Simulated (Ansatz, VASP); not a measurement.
**Two plane-wave programs on Ge2Br**

The input INCAR:

```
SYSTEM = Ge2Br
PREC = Accurate
ENCUT = 520
EDIFF = 1E-6
ISMEAR = 0
SIGMA = 0.1
LREAL = .False.
LASPH = .True.
NELM = 100
ALGO = Normal
ISIF = 2
LWAVE = .False.
LCHARG = .False.
GGA = PE
NBANDS = 24
```

Contents of KPOINTS:

```
Automatic mesh
0
Gamma
  6 6 2
  0 0 0
```

POSCAR

```
Ge2Br
1.0
    2.8431519000      0.0000000000      0.0000000000
   -1.4215759500      2.4622417800      0.0000000000
    0.0000000000      0.0000000000     13.8799201400
Ge Br
2 1
Direct
    0.3333333300      0.6666666700      0.8968331200
    0.3333333300      0.6666666700      0.1031668800
    0.0000000000      0.0000000000      0.0000000000
```

Input for Ansatz:

```yaml
crystal:
  lattice:
    - [2.8431519, 0.0, 0.0]
    - [-1.42157595, 2.46224178, 0.0]
    - [0.0, 0.0, 13.87992014]
  atoms:
    - { symbol: Ge, position: [0.33333333, 0.66666667, 0.89683312] }
    - { symbol: Ge, position: [0.33333333, 0.66666667, 0.10316688] }
    - { symbol: Br, position: [0.0, 0.0, 0.0] }
basis:
  ecutwfc: 420
kpoints:
  mp_grid: { grid: [6, 6, 2] }
hamiltonian:
  xc: pbe
scf:
  occupations: { method: gaussian, width: 0.1 }
  lower_state_search: "off"
output:
  forces: true
  stress: true
  eigenvalues: true
```

Change from the starting cell: species swapped into the Te2W type (P-6m2, No. 187).

Alike in both runs: task single point; functional PBE; k mesh 6 × 6 × 2; occupations gaussian, width 0.1 eV; no spin polarisation.

|  | VASP | Ansatz |
| --- | --- | --- |
| version | VASP 6.6.1 | Ansatz 0.2.0 |
| potentials or method | VASP PAW PBE potentials, release 64 (Ge_d, Br), cutoff 520 eV | scalar-relativistic, plane waves, PAW |
| valence electrons in the cell | 35 | 35 |

Ansatz gave:

```
gap on the k mesh at the Fermi level (eV) : none
rms of the force components (eV/Å)        : 6.784
```

Q: What did VASP give for the same quantities?

A: gap on the k mesh at the Fermi level (eV): none; rms of the force components (eV/Å): 6.796.

Atom by atom the forces differ by 0.012 eV/Å (rms over components). A gap of «none» marks a metal or a gap that the smearing closes. The functional is the same, so the differences come from potentials, cutoffs and numerics.

The k mesh is coarse, so the values compare programs but aren't converged.
